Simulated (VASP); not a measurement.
**FeSi: single point with LDA**

Crystal: FeSi.

```
Fe Si
1.0
     2.74474    0.00000    0.00000
     0.00000    2.74474    0.00000
     0.00000    0.00000    2.74474
Fe Si
1 1
Direct
  0.50000 0.50000 0.50000
  0.00000 0.00000 0.00000
```

This cell differs from its parent crystal: volume scaled by 1.040.

* Program: VASP 6.6.1
* Task: single point
* Functional: LDA
* Potentials or basis: VASP PAW LDA potentials, release 64 (Fe, Si)
* Cutoff: 520 eV
* k mesh: 16 × 16 × 16
* Occupations: gaussian, width 0.05 eV
* Spin: no spin polarisation

- Pressure: -8.9 GPa
- Band gap on the k mesh: zero (band 6 reaches 11.31 eV, above the bottom of band 7 at 11.10 eV)

Levels at points of the mesh, in eV from the Fermi level:
```csv
k point,band 3,band 4,band 5,band 6,band 7,band 8,band 9,band 10
"(0.00, 0.00, 0.00)",-3.92,-0.83,-0.83,-0.83,3.34,3.34,3.34,8.21
"(0.50, 0.00, 0.00)",-2.99,-2.41,-2.41,-0.63,0.33,6.73,8.83,8.83
"(0.50, 0.50, 0.00)",-5.11,-3.91,-1.84,-1.84,-0.01,2.49,2.84,8.38
"(0.50, 0.50, 0.50)",-6.07,-1.40,0.05,0.05,1.71,1.71,1.71,4.55
```

Wall time 31 s on 1 thread of Intel(R) Xeon(R) Platinum 8488C (Sapphire Rapids) (shared host), peak memory 0.16 GiB.

 Spin polarisation is off, so any magnetic state and its effect on volume and gap are missing.
